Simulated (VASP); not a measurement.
A run of VASP 6.6.1:

The input INCAR:

```
PREC     = Accurate       # precision mode
ENCUT    = 600            # plane-wave cutoff, eV
EDIFF    = 1E-6           # SCF threshold, eV
ISMEAR   = 0              # smearing method
SIGMA    = 0.02           # smearing width, eV
LREAL    = False          # projectors in reciprocal space
LASPH    = True           # aspherical terms in the spheres
NELM     = 100            # most SCF steps
ALGO     = Normal         # electronic algorithm
ISIF     = 4              # what is computed and relaxed
LWAVE    = False          # write WAVECAR
LCHARG   = False          # write CHGCAR
GGA      = PE             # functional
IVDW     = 12             # dispersion correction
IBRION   = 2              # ionic algorithm
NSW      = 50             # ionic steps
EDIFFG   = -0.01          # ionic threshold
```

The input KPOINTS:

```
regular mesh
0
Gamma
  8 8 6
```

Contents of POSCAR:

```
PbO
1.0
    3.9737446639      0.0000000000      0.0000000000
    0.0000000000      3.9737446639      0.0000000000
    0.0000000000      0.0000000000      4.6835643965
Pb O
2 2
Direct
    0.0000000000      0.5000000000      0.2500406459
    0.5000000000      0.0000000000      0.7499593541
    0.0000000000      0.0000000000      0.0000000000
    0.5000000000      0.5000000000      0.0000000000
```

Potentials or basis: VASP PAW PBE potentials, release 64 (Pb_d, O).

Run with:

```console
$ cat potpaw_PBE.64/Pb_d/POTCAR potpaw_PBE.64/O/POTCAR > POTCAR
$ mpirun -np 1 vasp_std > vasp.out
```

Hardware: 1 thread of Intel Xeon 8259CL (shared host).

**Question.** How long does it take, and how much memory?

**Answer.** It took 8.9 min on 1 thread of Intel Xeon 8259CL, with other jobs on the host, peak memory 0.28 GiB. Counts: scf iterations 48, k points 60, ion steps 7.
